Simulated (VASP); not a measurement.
Sb:

```
CELL_PARAMETERS angstrom
0.00000 2.37124 2.37124
2.37124 0.00000 2.37124
2.37124 2.37124 0.00000
ATOMIC_POSITIONS crystal
Sb 0.00000 0.00000 0.00000
```

* Program: VASP 6.6.1
* Task: relaxation of cell and atoms
* Functional: PBEsol-based global hybrid
* Potentials or basis: VASP PAW PBE potentials, release 64 (Sb)
* Cutoff: 600 eV
* k mesh: 5 × 5 × 5
* Occupations: fermi-dirac, width 0.05 eV
* Spin: no spin polarisation

At the start: pressure -3.3 GPa; volume 26.67 Å³/atom.

Problem. How do energy, volume and symmetry change on relaxing?

Solution. Over 3 steps the energy falls by 13.3 meV/atom and the volume is 25.45 Å³/atom (-4.6 %); space group Fm-3m (No. 225, to 0.05 Å).

Step by step:
```
step  energy change (eV)  largest force (eV/Å)  pressure (GPa)  volume (Å³)
   1              0.0000                0.0000           -3.33        26.67
   2             -0.0056                0.0000            2.93        24.58
   3             -0.0133                0.0000            0.00        25.45
```

Final structure:
```
Sb
1.0
     0.00000    2.33464    2.33464
     2.33464    0.00000    2.33464
     2.33464    2.33464    0.00000
Sb
1
Direct
  0.00000 0.00000 0.00000
```

Caveat: the k points lie up to 0.47 Å⁻¹ apart in the final cell; the PAW data sets were made with another functional, which shifts forces and pressure a little.
